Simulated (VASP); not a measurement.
Set up this calculation in VASP 6.6.1, as the native input.

- Task: single point
- Functional: PBE
- Potentials or basis: VASP PAW PBE potentials, release 64 (C)
- Cutoff: 520 eV
- k mesh: 22 × 22 × 22
- Occupations: fermi-dirac, width 0.1 eV
- Spin: no spin polarisation
- Dipole correction: no
- Further INCAR settings: ALGO = Normal; EDIFF = 1e-06; NBANDS = 8

The structure of C lies in POSCAR:

```
C
1.0
    0.0000000000      1.3679184549      1.3679184549
    1.3679184549      0.0000000000      1.3679184549
    1.3679184549      1.3679184549      0.0000000000
C
1
Direct
    0.0000000000      0.0000000000      0.0000000000
```

This cell differs from its parent crystal: volume scaled by 0.7.

One way to write it, as run:

INCAR

```
SYSTEM = C
ALGO     = Normal         ! electronic algorithm
EDIFF    = 1E-6           ! SCF threshold, eV
ENCUT    = 520            ! plane-wave cutoff, eV
GGA      = PE             ! functional
ISIF     = 2              ! what is computed and relaxed
ISMEAR   = -1             ! smearing method
LASPH    = .TRUE.         ! aspherical terms in the spheres
LCHARG   = .FALSE.        ! write CHGCAR
LREAL    = .FALSE.        ! projectors in reciprocal space
LWAVE    = .FALSE.        ! write WAVECAR
NBANDS   = 8              ! bands
NELM     = 80             ! most SCF steps
PREC     = Accurate       ! precision mode
SIGMA    = 0.1            ! smearing width, eV
```

KPOINTS

```
k-points
0
G
  22 22 22
  0 0 0
```

Potentials or basis: VASP PAW PBE potentials, release 64 (C).

Launch:

```bash
$ cat potpaw_PBE.64/C/POTCAR > POTCAR
$ mpirun -np 1 vasp_std > vasp.out
```

It gave:

| Property | Result |
| --- | --- |
| Pressure | 103.2 GPa |
| Band gap on the k mesh | zero (band 2 reaches 24.36 eV, above the bottom of band 3 at 9.27 eV) |

Run time: 6.1 s on 1 thread of Intel(R) Xeon(R) Platinum 8259CL CPU @ 2.50GHz (Skylake/Cascade Lake), on a shared host, peak memory 0.11 GiB.
